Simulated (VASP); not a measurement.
Write the native input for VASP 6.6.1 that does the following.

| Quantity | Value |
| --- | --- |
| Task | relaxation of the atoms |
| Functional | LDA |
| Potentials or basis | VASP PAW LDA potentials, release 64 (K_sv, I, Br) |
| Cutoff | 520 eV |
| k mesh | 6 × 6 × 2 |
| Occupations | gaussian, width 0.05 eV |
| Spin | no spin polarisation |
| Dipole correction | no |
| Further INCAR settings | ALGO = Normal; EDIFF = 1e-06; IBRION = 2; EDIFFG = -0.01; NSW = 50 |

The structure of K3I2Br lies in POSCAR:

```
K3I2Br
1.0
    4.9466000000      0.0000000000      0.0000000000
   -2.4733000000      4.2838812624      0.0000000000
    0.0000000000      0.0000000000     12.0308000000
K I Br
3 2 1
Direct
    0.0000000000      0.0000000000      0.5000000000
    0.3333333333      0.6666666667      0.1500969033
    0.6666666667      0.3333333333      0.8499030967
    0.3333333333      0.6666666667      0.6750221222
    0.6666666667      0.3333333333      0.3249778778
    0.0000000000      0.0000000000      0.0000000000
```

These files were run (other wordings do the same):

INCAR

```
SYSTEM = K3I2Br
PREC = Accurate ; ENCUT = 520
EDIFF = 1E-6 ; ISMEAR = 0
SIGMA = 0.05 ; LREAL = .FALSE.
LASPH = .TRUE. ; NELM = 80
ALGO = Normal ; ISIF = 2
LWAVE = .FALSE. ; LCHARG = .FALSE.
GGA = CA ; IBRION = 2
NSW = 50 ; EDIFFG = -0.01
```

KPOINTS

```
Automatic mesh
0
G
  6 6 2
  0 0 0
```

Potentials or basis: VASP PAW LDA potentials, release 64 (K_sv, I, Br).

The run is started by

```console
$ cat potpaw_LDA.64/K_sv/POTCAR potpaw_LDA.64/I/POTCAR potpaw_LDA.64/Br/POTCAR > POTCAR
$ mpirun -np 1 vasp_std > vasp.out
```

It gave:

The energy gained by relaxing is 0.1 meV/atom. The ionic steps are 7, the pressure after relaxing is -1.6 GPa and the largest force after relaxing is 0.005 eV/Å. The band gap on the k mesh is 3.47 eV.

Caveat: spin-orbit coupling is left out, which moves the levels of the heavy elements.

Wall time 6 min on 1 thread of Intel(R) Xeon(R) Platinum 8259CL CPU @ 2.50GHz (Skylake/Cascade Lake), with other jobs on the host, peak memory 0.35 GiB.
